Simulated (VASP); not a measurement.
Here is a VASP 6.6.1 calculation.

File INCAR:

```
SYSTEM = NaTa6
  ALGO = Normal
  DIPOL = 0.5 0.5 0.347
  EDIFF = 1E-7
  ENCUT = 520
  GGA = PS
  IDIPOL = 3
  ISIF = 2
  ISMEAR = 0
  LASPH = .True.
  LCHARG = .True.
  LDIPOL = .True.
  LELF = .True.
  LREAL = .False.
  LVACPOTAV = .True.
  LVHAR = .True.
  LWAVE = .False.
  NBANDS = 46
  NELM = 80
  PREC = Accurate
  SIGMA = 0.1
```

The input KPOINTS:

```
k-points
0
Gamma
  6 6 1
  0 0 0
```

The input POSCAR:

```
NaTa6
1.0
    4.6392671641      0.0000000000      0.0000000000
   -2.3196335821      4.0177232191      0.0000000000
    0.0000000000      0.0000000000     19.9438808552
Ta Na
6 1
Direct
    0.6666666667      0.3333333333      0.2005627706
    0.3333333333      0.6666666666      0.2480453268
    0.0000000000      0.0000000000      0.2955278831
    0.6666666667      0.3333333333      0.3400187737
    0.3333333333      0.6666666666      0.3814681521
    0.0000000000      0.0000000000      0.4233820346
    0.4444444444      0.2222222222      0.5387823387
```

Potentials or basis: VASP PAW PBE potentials, release 64 (Ta_pv, Na_pv).

Launch:

```sh
$ cat potpaw_PBE.64/Ta_pv/POTCAR potpaw_PBE.64/Na_pv/POTCAR > POTCAR
$ mpirun -np 1 vasp_std > vasp.out
```

Q: What does it give for the largest force?

A: 1.830 eV/Å.

Q: What does it give for the band gap on the k mesh?

A: Zero (an odd number of electrons rules out a gap without spin polarisation).

Forces in eV/Å, atoms in the order of the input:
```
Ta  -0.001  0.000  1.739
Ta   0.011  0.007 -0.041
Ta  -0.017 -0.010 -1.830
Ta  -0.031 -0.018  0.145
Ta  -0.018 -0.010  0.414
Ta  -0.469 -0.271 -0.444
Na   0.524  0.303  0.016
```

Caveat: the PAW data sets were made with another functional, which shifts forces and pressure a little; spin-orbit coupling is left out, which moves the levels of the heavy elements.
